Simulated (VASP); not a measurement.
Input of a VASP 6.6.1 run:

The input INCAR:

```
PREC     = Accurate       # precision mode
ENCUT    = 520            # plane-wave cutoff, eV
EDIFF    = 1E-6           # SCF threshold, eV
ISMEAR   = -1             # smearing method
SIGMA    = 0.02           # smearing width, eV
LREAL    = F              # projectors in reciprocal space
LASPH    = T              # aspherical terms in the spheres
NELM     = 150            # most SCF steps
ALGO     = Normal         # electronic algorithm
ISIF     = 2              # what is computed and relaxed
LWAVE    = F              # write WAVECAR
LCHARG   = F              # write CHGCAR
MAGMOM   = 0 0 0 0 0 0    # initial moments
LORBIT   = 11             # projections on sites
LSORBIT  = T              # spin-orbit coupling
GGA_COMPAT= F            
LORBMOM  = T            
GGA      = PE             # functional
NBANDS   = 30             # bands
```

File KPOINTS:

```
Automatic mesh
0
Gamma
  8 8 8
```

POSCAR

```
InAs
1.0
    0.0000000000      3.0545904655      3.0545904655
    3.0545904655      0.0000000000      3.0545904655
    3.0545904655      3.0545904655      0.0000000000
In As
1 1
Direct
    0.0000000000      0.0000000000      0.0000000000
    0.2500000000      0.2500000000      0.2500000000
```

Potentials or basis: VASP PAW PBE potentials, release 64 (In_d, As).

Launch:

```bash
$ cat potpaw_PBE.64/In_d/POTCAR potpaw_PBE.64/As/POTCAR > POTCAR
$ mpirun -np 1 vasp_ncl > vasp.out
```

Predict the net moment.

0.00 μB per cell.

Estimate the pressure.

2.0 GPa.

Moments on the atoms (μB; x, y, z):
```
In  0.00 0.00 0.00
As  0.00 0.00 0.00
```
